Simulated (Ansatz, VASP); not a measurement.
## NaI: VASP beside Ansatz

The input INCAR:

```
ALGO     = Normal         # electronic algorithm
EDIFF    = 1E-6           # SCF threshold, eV
EDIFFG   = -0.02          # ionic threshold
ENCUT    = 520            # plane-wave cutoff, eV
GGA      = PE             # functional
IBRION   = 2              # ionic algorithm
ISIF     = 2              # what is computed and relaxed
ISMEAR   = 0              # smearing method
LASPH    = T              # aspherical terms in the spheres
LCHARG   = F              # write CHGCAR
LREAL    = F              # projectors in reciprocal space
LWAVE    = F              # write WAVECAR
NELM     = 80             # most SCF steps
NSW      = 80             # ionic steps
PREC     = Accurate       # precision mode
SIGMA    = 0.01           # smearing width, eV
```

Contents of KPOINTS:

```
k-points
0
Gamma
  4 4 4
```

Contents of POSCAR:

```
NaI
1.0
    0.0000000000      3.2364000000      3.2364000000
    3.2364000000      0.0000000000      3.2364000000
    3.2364000000      3.2364000000      0.0000000000
Na I
1 1
Direct
    0.0008212067     -0.0172018315      0.0344305397
    0.4428077322      0.5340247815      0.5065939057
```

Input for Ansatz:

```yaml
crystal:
  lattice:
    - [0.0, 3.2364, 3.2364]
    - [3.2364, 0.0, 3.2364]
    - [3.2364, 3.2364, 0.0]
  atoms:
    - { symbol: Na, position: [0.0008212066830487183, -0.017201831524254887, 0.034430539707267394] }
    - { symbol: I, position: [0.44280773220595704, 0.5340247814873751, 0.5065939057163529] }
kpoints:
  mp_grid:
    grid: [4, 4, 4]
hamiltonian:
  xc: pbe
scf:
  occupations:
    method: fixed
relax:
  f_tol: 0.02
output:
  eigenvalues: true
```

Alike in both runs: task relaxation of the atoms; functional PBE; k mesh 4 × 4 × 4; no spin polarisation.

|  | VASP | Ansatz |
| --- | --- | --- |
| version | VASP 6.6.1 | Ansatz 0.2.0 |
| potentials or method | VASP PAW PBE potentials, release 64 (Na_pv, I) | plane waves, PAW |
| plane-wave cutoff (eV) | 520 | 420 |
| occupations | gaussian, width 0.01 eV | fixed |
| valence electrons in the cell | 14 | 26 |

|  | VASP | Ansatz | Ansatz less VASP |
| --- | --- | --- | --- |
| gap on the k mesh at the Fermi level, each at its own relaxed structure (eV) | 3.64 | 3.64 | +0.003 |

VASP's potentials hold 14 valence electrons a cell and Ansatz's 26, so a difference there can come from the potentials and not from the codes.

The k mesh is coarse, so the values compare programs but aren't converged. Spin-orbit coupling is off throughout.
